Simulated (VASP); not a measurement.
# SnSe (R-3m) in VASP: further runs

SnSe is run at these levels: LDA; tasks: single point.

All numbers are computed with VASP 6.6.1; they aren't measurements. Logs are shortened: lines on timing, memory, paths and dates and some standing lists are left out, and cuts for length are marked.

### 1 The cell of the first run

The structure is trigonal, space group R-3m (No. 166). The conventional cell has a = 4.299 Å, b = 4.299 Å, c = 10.218 Å, α = 90.00°, β = 90.00°, γ = 120.00°. Within 4.0 Å of Sn (site symmetry -3m) lie 6 Se at 3.01 Å. Se (site symmetry -3m) has 6 Sn at 3.01 Å within 4.0 Å.

### 2 Single point, LDA (equal xy, yz and zx shear strains of -2 %)

INCAR reads:

```
SYSTEM = SnSe
  ALGO = Normal
  EDIFF = 1E-6
  ENCUT = 500
  GGA = CA
  GGA_COMPAT = .FALSE.
  ISIF = 2
  ISMEAR = -1
  LASPH = .TRUE.
  LCHARG = .TRUE.
  LELF = .TRUE.
  LREAL = .FALSE.
  LVHAR = .TRUE.
  LWAVE = .FALSE.
  NBANDS = 17
  NELM = 120
  PREC = Accurate
  SIGMA = 0.02
```

KPOINTS reads:

```
k-points
0
G
  9 9 9
  0 0 0
```

POSCAR reads:

```
SnSe
1.0
   -0.0602000000      2.9799000000      2.9799000000
    2.9799000000     -0.0602000000      2.9799000000
    2.9799000000      2.9799000000     -0.0602000000
Sn Se
1 1
Direct
    0.0000000000      0.0000000000      0.0000000000
    0.5000000000      0.5000000000      0.5000000000
```

Potentials or basis: VASP PAW LDA potentials, release 64 (Sn_d, Se).

Run with:

```sh
$ cat potpaw_LDA.64/Sn_d/POTCAR potpaw_LDA.64/Se/POTCAR > POTCAR
$ mpirun -np 1 vasp_std > vasp.out
```

OUTCAR:

```text
SYSTEM = SnSe
   EDIFF = 1E-6
   ENCUT = 500
   GGA = CA
   ISIF = 2
   ISMEAR = -1
   LASPH = .TRUE.
   LREAL = .FALSE.
   NELM = 120
   PREC = Accurate

 ion  position               nearest neighbor table
   1  0.000  0.000  0.000-   2 3.01   2 3.01   2 3.01   2 3.01   2 3.01   2 3.01
   2  0.500  0.500  0.500-   1 3.01   1 3.01   1 3.01   1 3.01   1 3.01   1 3.01

  LATTYP: Found a trigonal (rhomboedric) cell.
 ALAT       =     4.2146449506
 COS(alpha) =     0.4797000918

  Lattice vectors:

 A1 = (  -0.0602000000,   2.9799000000,   2.9799000000)
 A2 = (   2.9799000000,  -0.0602000000,   2.9799000000)
 A3 = (   2.9799000000,   2.9799000000,  -0.0602000000)

Analysis of symmetry for initial positions (statically):
=====================================================================
 Subroutine PRICEL returns:
 Original cell was already a primitive cell.

 Routine SETGRP: Setting up the symmetry group for a
 trigonal (rhombohedral) supercell.

 Subroutine GETGRP returns: Found 12 space group operations
 (whereof 12 operations were pure point group operations)
 out of a pool of 12 trial point group operations.

The static configuration has the point symmetry D_3d.

Analysis of symmetry for dynamics (positions and initial velocities):
=====================================================================
 Subroutine PRICEL returns:
 Original cell was already a primitive cell.

 Routine SETGRP: Setting up the symmetry group for a
 trigonal (rhombohedral) supercell.

 Subroutine GETGRP returns: Found 12 space group operations
 (whereof 12 operations were pure point group operations)
 out of a pool of 12 trial point group operations.

The dynamic configuration has the point symmetry D_3d.

 Subroutine INISYM returns: Found 12 space group operations
 (whereof 12 operations are pure point group operations),
 and found     1 'primitive' translations

----------------------------------------------------------------------------------------

                                     Primitive cell

  volume of cell :      54.5253

  direct lattice vectors                    reciprocal lattice vectors
    -0.060200000  2.979900000  2.979900000    -0.162790026  0.166146522  0.166146522
     2.979900000 -0.060200000  2.979900000     0.166146522 -0.162790026  0.166146522
     2.979900000  2.979900000 -0.060200000     0.166146522  0.166146522 -0.162790026

  length of vectors
     4.214644951  4.214644951  4.214644951     0.285849482  0.285849482  0.285849482

[... 79 lines left out ...]
   NELM   =    120;   NELMIN=  2; NELMDL= -5     # of ELM steps
   EDIFF  = 0.1E-05   stopping-criterion for ELM
   LREAL  =      F    real-space projection
   EDIFFG = 0.1E-04   stopping-criterion for IOM
   NSW    =      0    number of steps for IOM
   IBRION =     -1    ionic relax: 0-MD 1-quasi-New 2-CG
   NFREE  =      0    steps in history (QN), initial steepest desc. (CG)
   ISIF   =      2    stress and relaxation
   ISYM   =      2    0-nonsym 1-usesym 2-fastsym
   POTIM  = 0.5000    time-step for ionic-motion
   TEBEG  =    0.0;   TEEND  =   0.0 temperature during run
   PSTRESS=    0.0 pullay stress
   NELECT =      20.0000    total number of electrons
   NUPDOWN=      -1.0000    fix difference up-down
   EMIN   =  10.00;   EMAX   =-10.00  energy-range for DOS
   EFERMI =   0.00;   METHOD = LEGACY
   ISMEAR =    -1;   SIGMA  =   0.02  broadening in eV -4-tet -1-fermi 0-gaus
   EFERMI_NEDOS =   21; number of points for ismear=-14 and -15
   IALGO  =     38    algorithm
   IMIX   =      4    mixing-type and parameters
     AMIX     =   0.40;   BMIX     =  1.00
     AMIX_MAG =   1.60;   BMIX_MAG =  1.00
  volume/ion in A,a.u.               =      27.26       183.98
  Fermi-wavevector in a.u.,A,eV,Ry     =   1.171886  2.214544 18.685112  1.373317
  Thomas-Fermi vector in A             =   2.308323
   LORBIT       =      0    0 simple, 1 ext, 2 COOP (PROOUT), +10 PAW based schemes
   GGA     = CA    functional components
   LHFCALC =     F    Hartree Fock is set to
   AEXX    =    0.0000 exact exchange contribution
   IVDW    =     0    specifies the selected vdW correction
   LEPSILON=     F    determine dielectric tensor
   LRPA    =     F    only Hartree local field effects (RPA)
 non-spin polarized calculation
  energy-cutoff  :      500.00
  volume of cell :       54.53
 maximum number of plane-waves:      1398
   NGX = 15   NGY = 15   NGZ = 15

 number of electron      20.0000002 magnetization

 Free energy of the ion-electron system (eV)
  ---------------------------------------------------
  ext. energy  EPLUGINS =         0.00000000
  ---------------------------------------------------
  free energy    TOTEN  =        -9.46572472 eV

  energy without entropy =       -9.46572391  energy(sigma->0) =       -9.46572432

 E-fermi :   5.5776     XC(G=0):  -9.8831

 val. band max:        5.3824106219   @ k =  -0.3333   0.1111  -0.0000
 cond. band min:       5.7587372793   @ k =   0.4444   0.3333   0.3333
 fundamental gap:      0.3763266574
 Fermi energy:         5.5775580744

 k-point     1 :       0.0000    0.0000    0.0000
  band No.  band energies     occupation
      1     -16.0710      2.00000
      2     -16.0710      2.00000
      3     -16.0686      2.00000
      4     -16.0655      2.00000
      5     -16.0655      2.00000
      6      -8.4372      2.00000
[... 457 lines left out ...]
      4     -16.0509      2.00000
      5     -16.0490      2.00000
      6      -7.2658      2.00000
[... 9 lines left out ...]
     16      16.9627      0.00000
     17      17.8213      0.00000

 [... further k-points ...]

------------------------ aborting loop because EDIFF is reached ----------------------------------------

  FORCE on cell =-STRESS in cart. coord.  units (eV):
  Direction    XX          YY          ZZ          XY          YZ          ZX
  --------------------------------------------------------------------------------------
  -------------------------------------------------------------------------------------
  Total       -1.0752124     -1.0752124     -1.0752124      0.1332572      0.1332572      0.1332572
  in kB      -31.5941413    -31.5941413    -31.5941413      3.9156433      3.9156433      3.9156433
  external PRESSURE =     -31.5941413 kB  Pullay stress =       0.0000000 kB

 VOLUME and BASIS-vectors are now :
 -----------------------------------------------------------------------------
  energy-cutoff  :      500.00
  volume of cell :       54.53
      direct lattice vectors                 reciprocal lattice vectors
    -0.060200000  2.979900000  2.979900000    -0.162790026  0.166146522  0.166146522
     2.979900000 -0.060200000  2.979900000     0.166146522 -0.162790026  0.166146522
     2.979900000  2.979900000 -0.060200000     0.166146522  0.166146522 -0.162790026

 POSITION                                       TOTAL-FORCE (eV/Angst)
 -----------------------------------------------------------------------------------
      0.00000      0.00000      0.00000         0.000000      0.000000      0.000000
      2.94980      2.94980      2.94980        -0.000000     -0.000000     -0.000000
 -----------------------------------------------------------------------------------
    total drift:                                0.000000     -0.000000     -0.000000

  FREE ENERGIE OF THE ION-ELECTRON SYSTEM (eV)
  ---------------------------------------------------
  free  energy   TOTEN  =        -9.4657247204 eV

  energy  without entropy=       -9.4657239127  energy(sigma->0) =       -9.46572432
```

OSZICAR:

```text
N       E                     dE             d eps       ncg     rms          rms(c)
DAV:   1     0.130260939091E+03    0.13026E+03   -0.95371E+03  2945   0.140E+03
DAV:   2     0.305612931540E+01   -0.12720E+03   -0.12301E+03  3116   0.344E+02
DAV:   3    -0.933699428718E+01   -0.12393E+02   -0.12301E+02  3554   0.938E+01
DAV:   4    -0.965268524723E+01   -0.31569E+00   -0.31541E+00  3504   0.158E+01
DAV:   5    -0.966164168663E+01   -0.89564E-02   -0.89558E-02  4031   0.263E+00    0.313E+00
DAV:   6    -0.947335438205E+01    0.18829E+00   -0.47136E-01  4240   0.399E+00    0.186E+00
DAV:   7    -0.946736218379E+01    0.59922E-02   -0.68010E-02  3486   0.116E+00    0.904E-01
DAV:   8    -0.946595172193E+01    0.14105E-02   -0.72038E-03  3510   0.703E-01    0.909E-02
DAV:   9    -0.946571644215E+01    0.23528E-03   -0.14484E-03  4186   0.270E-01    0.423E-02
DAV:  10    -0.946572414771E+01   -0.77056E-05   -0.10368E-04  3387   0.583E-02    0.832E-03
DAV:  11    -0.946572472043E+01   -0.57272E-06   -0.53909E-06  3749   0.160E-02
   1 F= -.94657247E+01 E0= -.94657243E+01  d E =-.807745E-06
```

stdout:

```text
POSCAR found type information on POSCAR SnSe
 POSCAR found :  2 types and       2 ions
 scaLAPACK will be used
 LDA part: xc-table for (Slater(with rela. corr.)+CA(PZ))
 , standard interpolation
 POSCAR, INCAR and KPOINTS ok, starting setup
 FFT: planning ... GRIDC
 FFT: planning ... GRID_SOFT
 FFT: planning ... GRID
 WAVECAR not read
 entering main loop
```

It took 47 s on 1 thread of Intel Xeon Platinum 8259CL at 2.50GHz (Skylake/Cascade Lake), shared host; peak memory 0.2 GiB.

Results:

| Item | Value |
| --- | --- |
| Free energy | -9.4657 eV |
| Pressure | -3.2 GPa |
| Band gap on the k mesh | 0.38 eV, indirect (least direct gap 0.55 eV) |

Caveat: the cell differs from its parent crystal (equal xy, yz and zx shear strains of -2 %); spin-orbit coupling is left out, which moves the levels of the heavy elements. A k mesh can miss the band edges.

### 3 Single point, LDA (equal xy, yz and zx shear strains of +1 %)

INCAR reads:

```
  PREC = Accurate
  ENCUT = 500
  EDIFF = 1E-6
  ISMEAR = -1
  SIGMA = 0.02
  LREAL = F
  LASPH = T
  NELM = 120
  ALGO = Normal
  ISIF = 2
  LWAVE = F
  LCHARG = F
  NBANDS = 17
  GGA_COMPAT = F
```

KPOINTS reads:

```
Automatic mesh
0
Gamma
  9 9 9
```

POSCAR reads:

```
SnSe
1.0
    0.0301000000      3.0250500000      3.0250500000
    3.0250500000      0.0301000000      3.0250500000
    3.0250500000      3.0250500000      0.0301000000
Sn Se
1 1
Direct
    0.0000000000      0.0000000000      0.0000000000
    0.5000000000      0.5000000000      0.5000000000
```

Potentials or basis: VASP PAW LDA potentials, release 64 (Sn_d, Se).

Run with:

```sh
$ cat potpaw_LDA.64/Sn_d/POTCAR potpaw_LDA.64/Se/POTCAR > POTCAR
$ mpirun -np 1 vasp_std > vasp.out
```

OUTCAR:

```text
PREC = Accurate
   ENCUT = 500
   EDIFF = 1E-6
   ISMEAR = -1
   LREAL = F
   LASPH = T
   NELM = 120
   ISIF = 2

 ion  position               nearest neighbor table
   1  0.000  0.000  0.000-   2 3.01   2 3.01   2 3.01   2 3.01   2 3.01   2 3.01
   2  0.500  0.500  0.500-   1 3.01   1 3.01   1 3.01   1 3.01   1 3.01   1 3.01

  LATTYP: Found a trigonal (rhomboedric) cell.
 ALAT       =     4.2781726257
 COS(alpha) =     0.5099250056

  Lattice vectors:

 A1 = (   0.0301000000,   3.0250500000,   3.0250500000)
 A2 = (   3.0250500000,   0.0301000000,   3.0250500000)
 A3 = (   3.0250500000,   3.0250500000,   0.0301000000)

Analysis of symmetry for initial positions (statically):
=====================================================================
 Subroutine PRICEL returns:
 Original cell was already a primitive cell.

 Routine SETGRP: Setting up the symmetry group for a
 trigonal (rhombohedral) supercell.

 Subroutine GETGRP returns: Found 12 space group operations
 (whereof 12 operations were pure point group operations)
 out of a pool of 12 trial point group operations.

The static configuration has the point symmetry D_3d.
[... 157 lines left out ...]

  energy without entropy =       -9.46849452  energy(sigma->0) =       -9.46849457

 E-fermi :   5.6037     XC(G=0):  -9.8817

 val. band max:        5.3744422718   @ k =   0.4444   0.3333   0.3333
 cond. band min:       5.8448547165   @ k =  -0.3333   0.1111   0.0000
 fundamental gap:      0.4704124447
 Fermi energy:         5.6037394438

 k-point     1 :       0.0000    0.0000    0.0000
  band No.  band energies     occupation
      1     -16.0710      2.00000
      2     -16.0710      2.00000
      3     -16.0681      2.00000
      4     -16.0681      2.00000
      5     -16.0680      2.00000
      6      -8.4398      2.00000
[... 457 lines left out ...]
      4     -16.0515      2.00000
      5     -16.0504      2.00000
      6      -7.2695      2.00000
[... 9 lines left out ...]
     16      17.0016      0.00000
     17      17.9165      0.00000

 [... further k-points ...]

------------------------ aborting loop because EDIFF is reached ----------------------------------------

  FORCE on cell =-STRESS in cart. coord.  units (eV):
  Direction    XX          YY          ZZ          XY          YZ          ZX
  --------------------------------------------------------------------------------------
  -------------------------------------------------------------------------------------
  Total       -1.0749977     -1.0749977     -1.0749977     -0.0698404     -0.0698404     -0.0698404
  in kB      -31.5806534    -31.5806534    -31.5806534     -2.0517318     -2.0517318     -2.0517318
  external PRESSURE =     -31.5806534 kB  Pullay stress =       0.0000000 kB

 VOLUME and BASIS-vectors are now :
 -----------------------------------------------------------------------------
  energy-cutoff  :      500.00
  volume of cell :       54.54
      direct lattice vectors                 reciprocal lattice vectors
     0.030100000  3.025050000  3.025050000    -0.167774169  0.166121222  0.166121222
     3.025050000  0.030100000  3.025050000     0.166121222 -0.167774169  0.166121222
     3.025050000  3.025050000  0.030100000     0.166121222  0.166121222 -0.167774169

 POSITION                                       TOTAL-FORCE (eV/Angst)
 -----------------------------------------------------------------------------------
      0.00000      0.00000      0.00000         0.000000      0.000000      0.000000
      3.04010      3.04010      3.04010         0.000000     -0.000000     -0.000000
 -----------------------------------------------------------------------------------
    total drift:                                0.000000     -0.000000     -0.000000

  FREE ENERGIE OF THE ION-ELECTRON SYSTEM (eV)
  ---------------------------------------------------
  free  energy   TOTEN  =        -9.4684946209 eV

  energy  without entropy=       -9.4684945196  energy(sigma->0) =       -9.46849457
```

stdout:

```text
POSCAR found type information on POSCAR SnSe
 POSCAR found :  2 types and       2 ions
 scaLAPACK will be used
 LDA part: xc-table for (Slater(with rela. corr.)+CA(PZ))
 , standard interpolation
 POSCAR, INCAR and KPOINTS ok, starting setup
 FFT: planning ... GRIDC
 FFT: planning ... GRID_SOFT
 FFT: planning ... GRID
 WAVECAR not read
 entering main loop
```

It took 48 s on 1 thread of Intel Xeon Platinum 8259CL at 2.50GHz (Skylake/Cascade Lake), shared host; peak memory 0.2 GiB.

Results:

- Free energy: -9.4685 eV
- Pressure: -3.2 GPa
- Band gap on the k mesh: 0.47 eV, indirect (least direct gap 0.56 eV)

Stress tensor (GPa, compression positive):
```
-3.16 -0.21 -0.21
-0.21 -3.16 -0.21
-0.21 -0.21 -3.16
```

Caveat: the cell differs from its parent crystal (equal xy, yz and zx shear strains of +1 %); spin-orbit coupling is left out, which moves the levels of the heavy elements.

### 4 Single point, LDA (equal xy, yz and zx shear strains of +3 %)

INCAR reads:

```
PREC     = Accurate       # precision mode
ENCUT    = 500            # plane-wave cutoff, eV
EDIFF    = 1E-6           # SCF threshold, eV
ISMEAR   = -1             # smearing method
SIGMA    = 0.02           # smearing width, eV
LREAL    = F              # projectors in reciprocal space
LASPH    = T              # aspherical terms in the spheres
NELM     = 120            # most SCF steps
ALGO     = Normal         # electronic algorithm
ISIF     = 2              # what is computed and relaxed
LWAVE    = F              # write WAVECAR
LCHARG   = F              # write CHGCAR
NBANDS   = 17             # bands
GGA_COMPAT= F
```

KPOINTS reads:

```
regular mesh
0
Gamma
  9 9 9
```

POSCAR reads:

```
SnSe
1.0
    0.0903000000      3.0551500000      3.0551500000
    3.0551500000      0.0903000000      3.0551500000
    3.0551500000      3.0551500000      0.0903000000
Sn Se
1 1
Direct
    0.0000000000      0.0000000000      0.0000000000
    0.5000000000      0.5000000000      0.5000000000
```

Run with:

```sh
$ cat potpaw_LDA.64/Sn_d/POTCAR potpaw_LDA.64/Se/POTCAR > POTCAR
$ mpirun -np 1 vasp_std > vasp.out
```

Run time: 44 s. Hardware: 1 thread of Intel Xeon Platinum 8259CL at 2.50GHz (Skylake/Cascade Lake), shared host; peak memory 0.2 GiB.

Results (log left out):

```
Free energy            : -9.4607 eV
Pressure               : -3.2 GPa
Band gap on the k mesh : 0.26 eV, indirect (least direct gap 0.51 eV)
```

Stress tensor (GPa, compression positive):
```
-3.16 -0.63 -0.63
-0.63 -3.16 -0.63
-0.63 -0.63 -3.16
```

Levels at points of the mesh, in eV from the valence-band top:
```tsv
k point	band 7	band 8	band 9	band 10	band 11	band 12	band 13	band 14
(0.00, 0.00, 0.00)	-5.25	-2.47	-2.08	-2.08	4.15	4.15	4.23	5.45
```

Caveat: the cell differs from its parent crystal (equal xy, yz and zx shear strains of +3 %); spin-orbit coupling is left out, which moves the levels of the heavy elements. A k mesh can miss the band edges.

### 5 Summary

```csv
cell,gap on the mesh (eV),pressure (GPa)
"a = 4.215 Å, angles 61.3°, 2 atoms",0.38,-3.2
"a = 4.278 Å, angles 59.3°, 2 atoms",0.47,-3.2
"a = 4.322 Å, angles 58.0°, 2 atoms",0.26,-3.2
```

Alike in all rows: task single point; level LDA; potentials or basis VASP PAW LDA potentials, release 64 (Sn_d, Se); no spin polarisation; k mesh 9 × 9 × 9; cutoff (eV) 500; smearing fermi-dirac 0.02 eV.

Caveats: spin-orbit coupling is left out, which moves the levels of the heavy elements.

Total energies depend on the potentials used, so only differences within one code and one set of settings carry meaning.
